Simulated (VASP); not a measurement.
# Fe (Fd-3m) in VASP: a series of runs

Runs on Fe. Level: PBE. Tasks: single point.

Program: VASP 6.6.1. These are calculated values, not measurements. Logs are shortened: lines on timing, memory, paths and dates and some standing lists are left out, and cuts for length are marked.

### Step 1. The cell of the first run

Symmetry: Fd-3m, No. 227, cubic system. Conventional cell: a = 4.649 Å, b = 4.649 Å, c = 4.649 Å, α = 90.00°, β = 90.00°, γ = 90.00°. Within 2.7 Å of Fe (site symmetry -43m) lie 4 Fe at 2.01 Å.

### Step 2. Single point, PBE, collinear spin, ferromagnetic start

The input, INCAR:

```
PREC = Accurate
ENCUT = 520
EDIFF = 1E-6
ISMEAR = 1
SIGMA = 0.05
LREAL = False
LASPH = True
NELM = 150
ALGO = Normal
ISIF = 2
LWAVE = False
LCHARG = False
ISPIN = 2
MAGMOM = 3.5 3.5
LORBIT = 11
LMAXMIX = 4
GGA = PE
NBANDS = 19
```

The input, KPOINTS:

```
regular mesh
0
Gamma
  7 7 7
```

The input, POSCAR:

```
Fe
1.0
    0.0000000000      2.3245105438      2.3245105438
    2.3245105438      0.0000000000      2.3245105438
    2.3245105438      2.3245105438      0.0000000000
Fe
2
Direct
    0.0000000000      0.0000000000      0.0000000000
    0.2500000000      0.2500000000      0.2500000000
```

Potentials or basis: VASP PAW PBE potentials, release 64 (Fe).

Launch:

```console
$ cat potpaw_PBE.64/Fe/POTCAR > POTCAR
$ mpirun -np 1 vasp_std > vasp.out
```

OUTCAR:

```text
PREC = Accurate
   ENCUT = 520
   EDIFF = 1E-6
   ISMEAR = 1
   LREAL = False
   LASPH = True
   NELM = 150
   ISIF = 2
   ISPIN = 2
   LORBIT = 11
   GGA = PE

 ion  position               nearest neighbor table
   1  0.000  0.000  0.000-   2 2.01   2 2.01   2 2.01   2 2.01
   2  0.250  0.250  0.250-   1 2.01   1 2.01   1 2.01   1 2.01

  LATTYP: Found a face centered cubic cell.
 ALAT       =     4.6490210876

  Lattice vectors:

 A1 = (   0.0000000000,   2.3245105438,   2.3245105438)
 A2 = (   2.3245105438,   0.0000000000,   2.3245105438)
 A3 = (   2.3245105438,   2.3245105438,   0.0000000000)

Analysis of symmetry for initial positions (statically):
=====================================================================
 Subroutine PRICEL returns:
 Original cell was already a primitive cell.

 Routine SETGRP: Setting up the symmetry group for a
 face centered cubic supercell.

 Subroutine GETGRP returns: Found 48 space group operations
 (whereof 24 operations were pure point group operations)
 out of a pool of 48 trial point group operations.

The static configuration has the point symmetry T_d .
 The point group associated with its full space group is O_h .

Analysis of symmetry for dynamics (positions and initial velocities):
=====================================================================
 Subroutine PRICEL returns:
 Original cell was already a primitive cell.

 Routine SETGRP: Setting up the symmetry group for a
 face centered cubic supercell.

 Subroutine GETGRP returns: Found 48 space group operations
 (whereof 24 operations were pure point group operations)
 out of a pool of 48 trial point group operations.

The dynamic configuration has the point symmetry T_d .
 The point group associated with its full space group is O_h .

Analysis of structural, dynamic, and magnetic symmetry:
=====================================================================
 Subroutine PRICEL returns:
 Original cell was already a primitive cell.

 Routine SETGRP: Setting up the symmetry group for a
 face centered cubic supercell.

 Subroutine GETGRP returns: Found 48 space group operations
 (whereof 24 operations were pure point group operations)
 out of a pool of 48 trial point group operations.

The overall configuration has the point symmetry T_d .
 The point group associated with its full space group is O_h .

 Subroutine INISYM returns: Found 48 space group operations
 (whereof 24 operations are pure point group operations),
 and found     1 'primitive' translations

----------------------------------------------------------------------------------------

                                     Primitive cell

  volume of cell :      25.1203

  direct lattice vectors                    reciprocal lattice vectors
     0.000000000  2.324510544  2.324510544    -0.215099046  0.215099046  0.215099046
     2.324510544  0.000000000  2.324510544     0.215099046 -0.215099046  0.215099046
     2.324510544  2.324510544  0.000000000     0.215099046  0.215099046 -0.215099046

  length of vectors
     3.287354337  3.287354337  3.287354337     0.372562476  0.372562476  0.372562476

  position of ions in fractional coordinates (direct lattice)
     0.000000000  0.000000000  0.000000000
     0.250000000  0.250000000  0.250000000

  ion indices of the primitive-cell ions
   primitive index   ion index
                 1           1
                 2           2

----------------------------------------------------------------------------------------

 KPOINTS: regular mesh

Automatic generation of k-mesh.
 Grid dimensions read from file:
 generate k-points for:    7    7    7

 Generating k-lattice:

  Cartesian coordinates                     Fractional coordinates (reciprocal lattice)
    -0.030728435  0.030728435  0.030728435     0.142857143  0.000000000  0.000000000
     0.030728435 -0.030728435  0.030728435     0.000000000  0.142857143  0.000000000
     0.030728435  0.030728435 -0.030728435     0.000000000  0.000000000  0.142857143

  Length of vectors
     0.053223211  0.053223211  0.053223211

  Shift w.r.t. Gamma in fractional coordinates (k-lattice)
     0.000000000  0.000000000  0.000000000

 Subroutine IBZKPT returns following result:
 ===========================================

 Found     20 irreducible k-points:

 Following reciprocal coordinates:
            Coordinates               Weight
  0.000000  0.000000  0.000000      1.000000
  0.142857  0.000000  0.000000      8.000000
  0.285714  0.000000  0.000000      8.000000
  0.428571  0.000000  0.000000      8.000000
  0.142857  0.142857  0.000000      6.000000
  0.285714  0.142857  0.000000     24.000000
[... 12 lines left out ...]
 -0.428571  0.428571  0.142857     24.000000
 -0.285714  0.428571  0.142857     24.000000
   k-points           NKPTS =     20   k-points in BZ     NKDIM =     20   number of bands    NBANDS=     19
   number of dos      NEDOS =    301   number of ions     NIONS =      2
   total plane-waves  NPLWV =  13824
   dimension x,y,z NGX =    24 NGY =   24 NGZ =   24
   dimension x,y,z NGXF=    48 NGYF=   48 NGZF=   48
   ions per type =               2
   NGX,Y,Z   is equivalent  to a cutoff of  12.14, 12.14, 12.14 a.u.
   NGXF,Y,Z  is equivalent  to a cutoff of  24.27, 24.27, 24.27 a.u.
 SYSTEM =  unknown system
   PREC   = accura    normal or accurate (medium, high low for compatibility)
   ISTART =      0    job   : 0-new  1-cont  2-samecut
   ICHARG =      2    charge: 1-file 2-atom 10-const
   ISPIN  =      2    spin polarized calculation?
   LNONCOLLINEAR =      F non collinear calculations
   LSORBIT =      F    spin-orbit coupling
   LASPH  =      T    aspherical Exc in radial PAW
   ENCUT  =  520.0 eV  38.22 Ry    6.18 a.u.   6.11  6.11  6.11*2*pi/ulx,y,z
   NELM   =    150;   NELMIN=  2; NELMDL= -5     # of ELM steps
   EDIFF  = 0.1E-05   stopping-criterion for ELM
   LREAL  =      F    real-space projection
   EDIFFG = 0.1E-04   stopping-criterion for IOM
   NSW    =      0    number of steps for IOM
   IBRION =     -1    ionic relax: 0-MD 1-quasi-New 2-CG
   NFREE  =      0    steps in history (QN), initial steepest desc. (CG)
   ISIF   =      2    stress and relaxation
   ISYM   =      2    0-nonsym 1-usesym 2-fastsym
   POTIM  = 0.5000    time-step for ionic-motion
   TEBEG  =    0.0;   TEEND  =   0.0 temperature during run
   PSTRESS=    0.0 pullay stress
   NELECT =      16.0000    total number of electrons
   NUPDOWN=      -1.0000    fix difference up-down
   EMIN   =  10.00;   EMAX   =-10.00  energy-range for DOS
   EFERMI =   0.00;   METHOD = LEGACY
   ISMEAR =     1;   SIGMA  =   0.05  broadening in eV -4-tet -1-fermi 0-gaus
   EFERMI_NEDOS =   21; number of points for ismear=-14 and -15
   IALGO  =     38    algorithm
   IMIX   =      4    mixing-type and parameters
     AMIX     =   0.40;   BMIX     =  1.00
     AMIX_MAG =   1.60;   BMIX_MAG =  1.00
  volume/ion in A,a.u.               =      12.56        84.76
  Fermi-wavevector in a.u.,A,eV,Ry     =   1.408553  2.661780 26.994266  1.984023
  Thomas-Fermi vector in A             =   2.530699
   LORBIT       =     11    0 simple, 1 ext, 2 COOP (PROOUT), +10 PAW based schemes
   GGA     = PE    functional components
   LHFCALC =     F    Hartree Fock is set to
   AEXX    =    0.0000 exact exchange contribution
   IVDW    =     0    specifies the selected vdW correction
   LEPSILON=     F    determine dielectric tensor
   LRPA    =     F    only Hartree local field effects (RPA)
 spin polarized calculation
 Methfessel and Paxton  Order N= 1 SIGMA  =   0.05
  energy-cutoff  :      520.00
  volume of cell :       25.12
 maximum number of plane-waves:       688
   NGX = 13   NGY = 13   NGZ = 13

 number of electron      16.0000002 magnetization       0.0854334

 number of electron      16.0000002 magnetization      -0.0114547

 Free energy of the ion-electron system (eV)
  ---------------------------------------------------
  ext. energy  EPLUGINS =         0.00000000
  ---------------------------------------------------
  free energy    TOTEN  =       -13.72995757 eV

  energy without entropy =      -13.72852953  energy(sigma->0) =      -13.72948156

 E-fermi :   4.8329     XC(G=0): -12.2596

 val. band max:        4.8250403215   @ k =   0.4286   0.1429   0.0000
 cond. band min:       4.8340777309   @ k =   0.2857   0.1429   0.0000
 fundamental gap:      0.0090374094
 Fermi energy:         4.8329473183

 spin component 1

 k-point     1 :       0.0000    0.0000    0.0000
  band No.  band energies     occupation
      1      -2.4653      1.00000
      2       1.5453      1.00000
      3       1.5453      1.00000
      4       2.0283      1.00000
      5       2.0283      1.00000
      6       2.0283      1.00000
[... 11 lines left out ...]
     18      21.6341      0.00000
     19      23.7991      0.00000
[... 397 lines left out ...]
 k-point    20 :      -0.2857    0.4286    0.1429
  band No.  band energies     occupation
      1       0.4664      1.00000
      2       0.7196      1.00000
      3       2.1867      1.00000
      4       2.7113      1.00000
      5       2.9924      1.00000
      6       3.4646      1.00000
[... 11 lines left out ...]
     18      25.4093      0.00000
     19      31.1467      0.00000
 Fermi energy:         4.8329473183

 spin component 2

 k-point     1 :       0.0000    0.0000    0.0000
  band No.  band energies     occupation
      1      -2.4675      1.00000
      2       1.5408      1.00000
      3       1.5408      1.00000
      4       2.0239      1.00000
      5       2.0239      1.00000
      6       2.0239      1.00000
[... 11 lines left out ...]
     18      21.6322      0.00000
     19      23.7979      0.00000
[... 397 lines left out ...]
 k-point    20 :      -0.2857    0.4286    0.1429
  band No.  band energies     occupation
      1       0.4624      1.00000
      2       0.7154      1.00000
      3       2.1821      1.00000
      4       2.7071      1.00000
      5       2.9880      1.00000
      6       3.4602      1.00000
[... 11 lines left out ...]
     18      25.4067      0.00000
     19      31.1446      0.00000

------------------------ aborting loop because EDIFF is reached ----------------------------------------

  FORCE on cell =-STRESS in cart. coord.  units (eV):
  Direction    XX          YY          ZZ          XY          YZ          ZX
  --------------------------------------------------------------------------------------
  -------------------------------------------------------------------------------------
  Total        4.1493121      4.1493121      4.1493121     -0.0000000     -0.0000000     -0.0000000
  in kB      264.6440489    264.6440489    264.6440489     -0.0000000     -0.0000000     -0.0000000
  external PRESSURE =     264.6440489 kB  Pullay stress =       0.0000000 kB

 VOLUME and BASIS-vectors are now :
 -----------------------------------------------------------------------------
  energy-cutoff  :      520.00
  volume of cell :       25.12
      direct lattice vectors                 reciprocal lattice vectors
     0.000000000  2.324510544  2.324510544    -0.215099046  0.215099046  0.215099046
     2.324510544  0.000000000  2.324510544     0.215099046 -0.215099046  0.215099046
     2.324510544  2.324510544  0.000000000     0.215099046  0.215099046 -0.215099046

 POSITION                                       TOTAL-FORCE (eV/Angst)
 -----------------------------------------------------------------------------------
      0.00000      0.00000      0.00000        -0.000000     -0.000000     -0.000000
      1.16226      1.16226      1.16226         0.000000      0.000000      0.000000
 -----------------------------------------------------------------------------------
    total drift:                               -0.000000      0.000000      0.000000

  FREE ENERGIE OF THE ION-ELECTRON SYSTEM (eV)
  ---------------------------------------------------
  free  energy   TOTEN  =       -13.7299575693 eV

  energy  without entropy=      -13.7285295337  energy(sigma->0) =      -13.72948156

 total charge

# of ion       s       p       d       tot
------------------------------------------
    1        0.639   0.528   6.613   7.780
    2        0.639   0.528   6.613   7.780
--------------------------------------------------
tot          1.278   1.057  13.226  15.561

 magnetization (x)

# of ion       s       p       d       tot
------------------------------------------
    1        0.000  -0.000  -0.004  -0.005
    2        0.000  -0.000  -0.004  -0.005
--------------------------------------------------
tot          0.000  -0.001  -0.009  -0.010
```

Run time: 9.6 s. Hardware: 1 thread of AMD EPYC 9R45 (Zen 5), shared host; peak memory 0.12 GiB.

Results:

- Free energy: -13.7300 eV
- Pressure: 26.5 GPa
- Band gap on the k mesh: zero (filled and empty bands overlap)
- Net moment: -0.01 μB per cell
- Valence electrons inside the program's atomic spheres: Fe 7.78

Caveat: the starting moments collapsed, and a magnetic state may lie lower.

### Step 3. Single point, PBE, collinear spin, ferromagnetic start

This run uses another cell than the first one, of 13.06 Å³/atom, 1.039 times its volume.

The input, INCAR:

```
SYSTEM = Fe
PREC = Accurate
ENCUT = 520
EDIFF = 1E-6
ISMEAR = 1
SIGMA = 0.05
LREAL = .FALSE.
LASPH = .TRUE.
NELM = 150
ALGO = Normal
ISIF = 2
LWAVE = .FALSE.
LCHARG = .FALSE.
ISPIN = 2
MAGMOM = 3.5 3.5
LORBIT = 11
LMAXMIX = 4
GGA = PE
NBANDS = 19
```

The input, KPOINTS:

```
regular mesh
0
G
  7 7 7
  0 0 0
```

The input, POSCAR:

```
Fe
1.0
    0.0000000000      2.3546889617      2.3546889617
    2.3546889617      0.0000000000      2.3546889617
    2.3546889617      2.3546889617      0.0000000000
Fe
2
Direct
    0.0000000000      0.0000000000      0.0000000000
    0.2500000000      0.2500000000      0.2500000000
```

Potentials or basis: VASP PAW PBE potentials, release 64 (Fe).

Launch:

```console
$ cat potpaw_PBE.64/Fe/POTCAR > POTCAR
$ mpirun -np 1 vasp_std > vasp.out
```

Run time: 13 s. Hardware: 1 thread of AMD EPYC 9R45 (Zen 5), shared host; peak memory 0.14 GiB.

It converged, with:

```
Free energy                                           : -13.8640 eV
Pressure                                              : 17.2 GPa
Band gap on the k mesh                                : zero (filled and empty bands overlap)
Net moment                                            : 0.00 μB per cell
Valence electrons inside the program's atomic spheres : Fe 7.69
```

Levels at points of the mesh, in eV from the Fermi level:
Spin up:
```tsv
k point	band 5	band 6	band 7	band 8	band 9	band 10	band 11	band 12
(0.00, 0.00, 0.00)	-2.69	-2.69	-0.41	-0.41	-0.41	1.47	1.47	15.36
```
Spin down:
```
           k point  band 6  band 7  band 8  band 9  band 10  band 11
(0.00, 0.00, 0.00)   -2.69   -0.41   -0.41   -0.41     1.47     1.47
```

Caveat: the starting moments collapsed, and a magnetic state may lie lower.

### Step 4. Single point, PBE, collinear spin, ferromagnetic start

This run uses another cell than the first one, of 13.66 Å³/atom, 1.088 times its volume.

The input, INCAR:

```
PREC = Accurate
ENCUT = 520
EDIFF = 1E-6
ISMEAR = 1
SIGMA = 0.05
LREAL = F
LASPH = T
NELM = 150
ALGO = Normal
ISIF = 2
LWAVE = F
LCHARG = F
ISPIN = 2
MAGMOM = 3.5 3.5
LORBIT = 11
LMAXMIX = 4
GGA = PE
NBANDS = 19
```

The input, KPOINTS:

```
Automatic mesh
0
Gamma
  7 7 7
```

The input, POSCAR:

```
Fe
1.0
    0.0000000000      2.3907544762      2.3907544762
    2.3907544762      0.0000000000      2.3907544762
    2.3907544762      2.3907544762      0.0000000000
Fe
2
Direct
    0.0000000000      0.0000000000      0.0000000000
    0.2500000000      0.2500000000      0.2500000000
```

Launch:

```console
$ cat potpaw_PBE.64/Fe/POTCAR > POTCAR
$ mpirun -np 1 vasp_std > vasp.out
```

Run time: 14 s. Hardware: 1 thread of AMD EPYC 9R45 (Zen 5), shared host; peak memory 0.14 GiB.

Results (log left out):

| Quantity | Value |
| --- | --- |
| Free energy | -13.9579 eV |
| Pressure | 7.9 GPa |
| Band gap on the k mesh | zero (filled and empty bands overlap) |
| Net moment | 0.03 μB per cell |
| Valence electrons inside the program's atomic spheres | Fe 7.59 |

Levels at points of the mesh, in eV from the Fermi level:
Spin up:
```
           k point  band 4  band 5  band 6  band 7  band 8  band 9  band 10  band 11  band 12  band 13
(0.00, 0.00, 0.00)   -2.57   -2.57   -2.57   -0.39   -0.39   -0.39     1.37     1.37    14.90    14.90
```
Spin down:
```
           k point  band 5  band 6  band 7  band 8  band 9  band 10  band 11  band 12
(0.00, 0.00, 0.00)   -2.56   -2.56   -0.38   -0.38   -0.38     1.38     1.38    14.91
```

Caveat: the starting moments collapsed, and a magnetic state may lie lower.

### Step 5. Single point, PBE, collinear spin, ferromagnetic start

This run uses another cell than the first one, of 14.46 Å³/atom, 1.151 times its volume.

The input, INCAR:

```
SYSTEM = Fe
PREC = Accurate
ENCUT = 520
EDIFF = 1E-6
ISMEAR = 1
SIGMA = 0.05
LREAL = .FALSE.
LASPH = .TRUE.
NELM = 150
ALGO = Normal
ISIF = 2
LWAVE = .FALSE.
LCHARG = .FALSE.
ISPIN = 2
MAGMOM = 3.5 3.5
LORBIT = 11
LMAXMIX = 4
GGA = PE
NBANDS = 19
```

The input, KPOINTS:

```
regular mesh
0
G
  7 7 7
  0 0 0
```

The input, POSCAR:

```
Fe
1.0
    0.0000000000      2.4363961040      2.4363961040
    2.4363961040      0.0000000000      2.4363961040
    2.4363961040      2.4363961040      0.0000000000
Fe
2
Direct
    0.0000000000      0.0000000000      0.0000000000
    0.2500000000      0.2500000000      0.2500000000
```

Launch:

```console
$ cat potpaw_PBE.64/Fe/POTCAR > POTCAR
$ mpirun -np 1 vasp_std > vasp.out
```

Wall time 18 s (1 thread of AMD EPYC 9R45 (Zen 5), shared host); peak memory 0.14 GiB.

Results (log left out):

| Property | Result |
| --- | --- |
| Free energy | -13.9873 eV |
| Pressure | -1.5 GPa |
| Band gap on the k mesh | zero (filled and empty bands overlap) |
| Net moment | 0.01 μB per cell |
| Valence electrons inside the program's atomic spheres | Fe 7.48 |

Levels at points of the mesh, in eV from the Fermi level:
Spin up:
```csv
k point,band 4,band 5,band 6,band 7,band 8,band 9,band 10,band 11,band 12,band 13
"(0.00, 0.00, 0.00)",-2.41,-2.41,-2.41,-0.37,-0.37,-0.37,1.25,1.25,14.32,14.32
```
Spin down:
| k point | band 4 | band 5 | band 6 | band 7 | band 8 | band 9 | band 10 | band 11 | band 12 | band 13 |
| --- | --- | --- | --- | --- | --- | --- | --- | --- | --- | --- |
| (0.00, 0.00, 0.00) | -2.41 | -2.41 | -2.41 | -0.36 | -0.36 | -0.36 | 1.26 | 1.26 | 14.32 | 14.32 |

Caveat: the starting moments collapsed, and a magnetic state may lie lower.
